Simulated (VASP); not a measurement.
Write the native input for VASP 6.6.1 that does the following.

| Property | Result |
| --- | --- |
| Task | single point |
| Functional | PBE |
| Potentials or basis | VASP PAW PBE potentials, release 64 (Cr_pv, O) |
| Cutoff | 520 eV |
| k mesh | 6 × 6 × 6 |
| Occupations | gaussian, width 0.05 eV |
| Spin | collinear spin, antiferromagnetic start |
| Starting moments | [3.0, -3.0, -3.0, 3.0, 0.0, 0.0, 0.0, 0.0, 0.0, 0.0] μB |
| Dipole correction | no |
| Further INCAR settings | ALGO = Normal; EDIFF = 1e-07; NBANDS = 57 |

The structure of Cr2O3 lies in POSCAR:

```
Cr2O3
1.0
    2.5150017877      1.4520369591      4.5349651220
   -2.5150017877      1.4520369591      4.5349651220
    0.0000000000     -2.9040739183      4.5349651220
Cr O
4 6
Direct
    0.3501065282      0.3501065282      0.3501065282
    0.1498934718      0.1498934718      0.1498934718
    0.6498934718      0.6498934718      0.6498934718
    0.8501065282      0.8501065282      0.8501065282
    0.5515020656      0.9484979344      0.2500000000
    0.2500000000      0.5515020656      0.9484979344
    0.9484979344      0.2500000000      0.5515020656
    0.4484979344      0.0515020656      0.7500000000
    0.7500000000      0.4484979344      0.0515020656
    0.0515020656      0.7500000000      0.4484979344
```

These files were run (other wordings do the same):

INCAR

```
SYSTEM = Cr2O3
PREC = Accurate ; ENCUT = 520
EDIFF = 1E-7 ; ISMEAR = 0
SIGMA = 0.05 ; LREAL = .FALSE.
LASPH = .TRUE. ; NELM = 150
ALGO = Normal ; ISIF = 2
LWAVE = .FALSE. ; LCHARG = .FALSE.
ISPIN = 2 ; MAGMOM = 3 -3 -3 3 0 0 0 0 0 0
LORBIT = 11 ; LMAXMIX = 4
GGA = PE ; NBANDS = 57
```

KPOINTS

```
regular mesh
0
G
  6 6 6
  0 0 0
```

Potentials or basis: VASP PAW PBE potentials, release 64 (Cr_pv, O).

The run is started by

```console
$ cat potpaw_PBE.64/Cr_pv/POTCAR potpaw_PBE.64/O/POTCAR > POTCAR
$ mpirun -np 1 vasp_std > vasp.out
```

Results of the run:

The pressure is -2.8 GPa, the largest force is 0.503 eV/Å and the band gap on the k mesh is 1.60 eV (least direct gap 1.65 eV). The net moment is 0.00 μB per cell. The site moments are Cr +2.70, -2.70 (each value once); O +0.00 μB and the valence electrons inside the program's atomic spheres are Cr 10.67; O 5.04.

Wall time 12 min on 1 thread of Intel Xeon 8259CL, on a shared host, peak memory 0.44 GiB.
